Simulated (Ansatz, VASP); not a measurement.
# HfB2 in VASP and in Ansatz

```
Hf B
1.0
     3.11893    0.00000    0.00000
    -1.55946    2.70107    0.00000
     0.00000    0.00000    3.45664
Hf B
1 2
Direct
  0.00000 0.00000 0.00000
  0.66667 0.33333 0.50000
  0.33333 0.66667 0.50000
```

Alike in both runs: task single point; functional LDA; k mesh 10 × 10 × 8; occupations fermi-dirac, width 0.05 eV; no spin polarisation.

|  | VASP | Ansatz |
| --- | --- | --- |
| version | VASP 6.6.1 | Ansatz 0.2.0 |
| potentials or method | VASP PAW LDA potentials, release 64 (Hf_pv, B) | Ansatz PAW |
| plane-wave cutoff (eV) | 520 | 420 |
| valence electrons in the cell | 16 | 32 |

```csv
,VASP,Ansatz,Ansatz less VASP
gap on the k mesh at the Fermi level (eV),none,none,-
pressure (GPa),-4.7,-5.2,-0.54
"traceless stress, the component that is largest in VASP (GPa)",-0.15,-0.44,-0.286
```

LDA's correlation is that of Perdew and Zunger in VASP and of Perdew and Wang (1992) in Ansatz. A gap of «none» marks a metal or a gap that the smearing closes. VASP's potentials hold 16 valence electrons a cell and Ansatz's 32, so a difference there can come from the potentials and not from the codes.

Spin-orbit coupling is off throughout.
